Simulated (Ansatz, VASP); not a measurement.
## One calculation of Y, two programs

```
Y
1.0
     0.00000    2.48868    2.48868
     2.48868    0.00000    2.48868
     2.48868    2.48868    0.00000
Y
1
Cartesian
  0.0000 0.0000 0.0000
```

Alike in both runs: functional PBEsol; k mesh 14 × 14 × 14; occupations gaussian, width 0.1 eV; no spin polarisation.

Ansatz relaxed the structure, and its values are those at the end. VASP's run is a single point on that final structure, the one shown.

|  | VASP | Ansatz |
| --- | --- | --- |
| version | VASP 6.6.1 | Ansatz 0.2.0 |
| potentials or method | VASP PAW PBE potentials, release 64 (Y_sv), cutoff 520 eV | scalar-relativistic, plane waves, PAW |
| valence electrons in the cell | 11 | 11 |

```tsv
	VASP	Ansatz	Ansatz less VASP
gap on the k mesh at the Fermi level (eV)	none	none	-
pressure (GPa)	-0.1	0.0	+0.13
```

VASP's potentials were made for PBE, not for PBEsol. A gap of «none» marks a metal or a gap that the smearing closes. The functional is the same, so the differences come from potentials, cutoffs and numerics.
